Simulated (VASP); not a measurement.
GaP, 2 atoms in the cell. The structure is cubic, space group F-43m (No. 216). The conventional cell has a = 5.451 Å, b = 5.451 Å, c = 5.451 Å, α = 90.00°, β = 90.00°, γ = 90.00°. Within 3.1 Å of Ga (site symmetry -43m) lie 4 P at 2.36 Å. Within 3.1 Å of P (site symmetry -43m) lie 4 Ga at 2.36 Å. 

| Property | Result |
| --- | --- |
| Program | VASP 6.6.1 |
| Task | single point |
| Functional | HF |
| Potentials or basis | VASP PAW PBE potentials, release 64 (Ga_d, P) |
| Cutoff | 400 eV |
| k mesh | 4 × 4 × 4 |
| Occupations | fermi-dirac, width 0.05 eV |
| Spin | no spin polarisation |
| Dipole correction | no |
| Grid for exact exchange (PRECFOCK) | Normal |
| Further INCAR settings | ALGO = Normal; EDIFF = 1e-06; NBANDS = 16 |

Potentials or basis: VASP PAW PBE potentials, release 64 (Ga_d, P).

Run with:

```bash
$ cat potpaw_PBE.64/Ga_d/POTCAR potpaw_PBE.64/P/POTCAR > POTCAR
$ cp INCAR.step1 INCAR
$ mpirun -np 1 vasp_std > vasp.out
$ cp INCAR.step2 INCAR
$ mpirun -np 1 vasp_std > vasp.out
```

Hardware: 1 thread of Intel(R) Xeon(R) Platinum 8259CL CPU @ 2.50GHz (Skylake/Cascade Lake), with other jobs on the host.

**Question.** Estimate the wall time of this run.

**Answer.** Wall time 6.4 min on 1 thread of Intel(R) Xeon(R) Platinum 8259CL CPU @ 2.50GHz (Skylake/Cascade Lake), on a shared host, peak memory 0.16 GiB. Counts: k points 8.
